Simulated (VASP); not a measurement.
## Ta: single point with PBEsol

Ta:

```
Ta
1.0
     2.90037    0.00000    0.00000
    -1.45019    2.51180    0.00000
     0.00000    0.00000    5.16627
Ta
2
Direct
  0.57709 0.15418 0.66290
  0.33333 0.66667 0.25000
```

This cell differs from its parent crystal: atom 1 (Ta) moved by (-0.450, -0.450) A along y and z.

* Program: VASP 6.6.1
* Task: single point
* Functional: PBEsol
* Potentials or basis: VASP PAW PBE potentials, release 64 (Ta_pv)
* Cutoff: 520 eV
* k mesh: 18 × 18 × 10
* Occupations: gaussian, width 0.15 eV
* Spin: no spin polarisation

The pressure is 8.7 GPa and the largest force is 4.297 eV/Å. The band gap on the k mesh is zero (bands 11 and 12 overlap by 1.79 eV).

Forces on the atoms (eV/Å):
```
Ta   0.000  0.695  4.241
Ta   0.000 -0.695 -4.241
```

Stress tensor (GPa, compression positive):
```
 1.04  0.00  0.00
 0.00 14.31  2.67
 0.00  2.67 10.66
```

Levels at points of the mesh, in eV from the Fermi level:
| k point | band 9 | band 10 | band 11 | band 12 | band 13 | band 14 |
| --- | --- | --- | --- | --- | --- | --- |
| (0.00, 0.00, 0.00) | -1.58 | 0.21 | 0.35 | 0.35 | 0.99 | 1.84 |
| (0.50, 0.00, 0.00) | -3.57 | -0.22 | 0.00 | 0.63 | 1.71 | 4.62 |
| (0.00, 0.50, 0.00) | -2.20 | -1.55 | -0.75 | 0.48 | 0.62 | 5.68 |
| (0.00, 0.00, 0.50) | -2.45 | 0.02 | 0.14 | 0.16 | 0.37 | 1.42 |
| (0.50, 0.00, 0.50) | -3.19 | -1.85 | 0.90 | 1.22 | 2.74 | 3.40 |
| (0.00, 0.50, 0.50) | -2.94 | -1.55 | 1.13 | 1.86 | 1.91 | 4.00 |

Wall time 16 min on 1 thread of Intel Xeon 8259CL, with other jobs on the host, peak memory 0.56 GiB.

Caveat: the cell differs from its parent crystal (atom 1 (Ta) moved by (-0.450, -0.450) A along y and z); the stress differs along the axes, from 1 to 14 GPa; the PAW data sets were made with another functional, which shifts forces and pressure a little; spin-orbit coupling is left out, which moves the levels of the heavy elements.
